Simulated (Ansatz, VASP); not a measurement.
## CsPbCl3: VASP beside Ansatz

The input INCAR:

```
  PREC = Accurate
  ENCUT = 500
  EDIFF = 1E-6
  ISMEAR = -1
  SIGMA = 0.05
  LREAL = False
  LASPH = True
  NELM = 120
  ALGO = Normal
  ISIF = 2
  LWAVE = False
  LCHARG = False
  GGA = LIBXC
  LIBXC1 = GGA_X_B88
  LIBXC2 = GGA_C_PBE
  NBANDS = 30
  GGA_COMPAT = False
```

Contents of KPOINTS:

```
regular mesh
0
Gamma
  5 5 5
```

Contents of POSCAR:

```
CsPbCl3
1.0
    5.6050000000      0.0000000000      0.0000000000
    0.0000000000      5.6050000000      0.0000000000
    0.0000000000      0.0000000000      5.6050000000
Pb Cs Cl
1 1 3
Direct
    0.5000000000      0.5000000000      0.5000000000
    0.0000000000      0.0000000000      0.0000000000
    0.5000000000      0.0000000000      0.5000000000
    0.0000000000      0.5000000000      0.5000000000
    0.5000000000      0.5000000000      0.0000000000
```

The input input.yaml:

```yaml
crystal:
  lattice:
    - [5.605, 0.0, 0.0]
    - [0.0, 5.605, 0.0]
    - [0.0, 0.0, 5.605]
  atoms:
    - { symbol: Pb, position: [0.5, 0.5, 0.5] }
    - { symbol: Cs, position: [0.0, 0.0, 0.0] }
    - { symbol: Cl, position: [0.5, 0.0, 0.5] }
    - { symbol: Cl, position: [0.0, 0.5, 0.5] }
    - { symbol: Cl, position: [0.5, 0.5, 0.0] }
hamiltonian:
  xc: { exchange: b88, correlation: pbe }
  pseudopotentials: { kind: paw }
kpoints:
  mp_grid: { grid: [5, 5, 5] }
scf:
  occupations: { method: fermi_dirac, width: 0.05 }
output:
  forces: true
  stress: true
  eigenvalues: true
```

Alike in both runs: task single point; functional b88 exchange, pbe correlation; k mesh 5 × 5 × 5; occupations fermi-dirac, width 0.05 eV; no spin polarisation.

```csv
,VASP,Ansatz
version,VASP 6.6.1,Ansatz 0.2.0
potentials or method,"VASP PAW PBE potentials, release 64 (Pb_d, Cs_sv, Cl)",Ansatz PAW
plane-wave cutoff (eV),500,420
valence electrons in the cell,44,44
```

Ansatz gave:

* gap on the k mesh at the Fermi level (eV): 2.97
* least direct gap on the mesh (eV): 2.97
* pressure (GPa): 2.0

**Question.** Estimate VASP's values.

**Answer.** gap on the k mesh at the Fermi level (eV): 2.98; least direct gap on the mesh (eV): 2.98; pressure (GPa): 1.9.

VASP's potentials were made for PBE, not for b88 exchange, pbe correlation.

Neither program's run includes spin-orbit coupling. Noted on Ansatz's run: odd divisions of the mesh miss points on the zone boundary, where band edges often lie, so the gap on the mesh can be too wide.
